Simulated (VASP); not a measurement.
The system is MoSe.

```
CELL_PARAMETERS angstrom
0.00000 2.57485 2.57485
2.57485 0.00000 2.57485
2.57485 2.57485 0.00000
ATOMIC_POSITIONS crystal
Mo 0.00000 0.00000 0.00000
Se 0.50000 0.50000 0.50000
```

Base run:

| Item | Value |
| --- | --- |
| Program | VASP 6.6.1 |
| Functional | PBEsol |
| Potentials or basis | VASP PAW PBE potentials, release 64 (Mo_sv, Se) |
| Cutoff | 520 eV |
| k mesh | 14 × 14 × 14 |
| Occupations | gaussian, width 0.05 eV |
| Spin | collinear spin |
| Starting moments | [3.5, 0.0] μB |
| Hubbard terms | Mo d U = 6.0 eV |

Its results: pressure 29.6 GPa; net moment 3.37 μB per cell; site moments Mo +3.19; Se -0.02 μB.

Q: The run is repeated on the same cell with these changes: hubbard terms from Mo d U = 6.0 eV to Mo d U = 4.0 eV. What comes out?

A: Pressure 21.3 GPa; net moment 2.94 μB per cell; site moments Mo +2.74; Se +0.01 μB.

Caveats: the cell stands under pressure; the PAW data sets were made with another functional, which shifts forces and pressure a little.
